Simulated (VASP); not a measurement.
CdSe:

```
Cd Se
1.0
     0.00000    3.13049    3.13049
     3.13049    0.00000    3.13049
     3.13049    3.13049    0.00000
Cd Se
1 1
Direct
  0.00000 0.00000 0.00000
  0.25000 0.25000 0.25000
```

Base run:

```yaml
Program: VASP 6.6.1
Functional: r2SCAN
Dispersion: D3(BJ)
Potentials_or_basis: VASP PAW PBE potentials, release 64 (Cd, Se)
Cutoff: 520 eV
k_mesh: 8 × 8 × 8
Occupations: fermi-dirac, width 0.05 eV
Spin: no spin polarisation
```

Its results: band gap on the k mesh 0.89 eV, direct; pressure -3.3 GPa.

The run is repeated on the same cell with these changes: functional from r2SCAN to PBEsol; dispersion from D3(BJ) to none. What comes out?

Band gap on the k mesh 0.31 eV, direct; pressure -3.5 GPa.

Several settings changed at once, so the effect can't be laid on one alone.

Caveats: the PAW data sets were made with another functional, which shifts forces and pressure a little.

